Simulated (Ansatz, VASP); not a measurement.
**One calculation of CdS5, two programs**

```
Cd S
1.0
     0.00000    3.87494    3.87494
     3.87494    0.00000    3.87494
     3.87494    3.87494    0.00000
Cd S
1 5
Direct
  0.00000 0.00000 0.00000
  0.75000 0.75000 0.75000
  0.39165 0.39165 0.82504
  0.39165 0.82504 0.39165
  0.39165 0.39165 0.39165
  0.82504 0.39165 0.39165
```

Change from the starting cell: species swapped into the TmCu5 type (F-43m, No. 216).

Alike in both runs: task relaxation of cell and atoms; functional PBE; k mesh 8 × 8 × 8; occupations gaussian, width 0.1 eV; no spin polarisation.

|  | VASP | Ansatz |
| --- | --- | --- |
| version | VASP 6.6.1 | Ansatz 0.2.0 |
| potentials or method | VASP PAW PBE potentials, release 64 (Cd, S), cutoff 600 eV | scalar-relativistic, plane waves, PAW |
| valence electrons in the cell | 42 | 50 |

VASP gave:

```
gap on the k mesh at the Fermi level, each at its own relaxed structure (eV) : none
relaxed volume (Å³/atom)                                                     : 18.54
relaxed cell length with the largest relative difference (Å)                 : 5.399
```

What did Ansatz give for the same quantities?

gap on the k mesh at the Fermi level, each at its own relaxed structure (eV): none; relaxed volume (Å³/atom): 18.41; relaxed cell length with the largest relative difference (Å): 5.386.

A gap of «none» marks a metal or a gap that the smearing closes. VASP's potentials hold 42 valence electrons a cell and Ansatz's 50, so a difference there can come from the potentials and not from the codes.
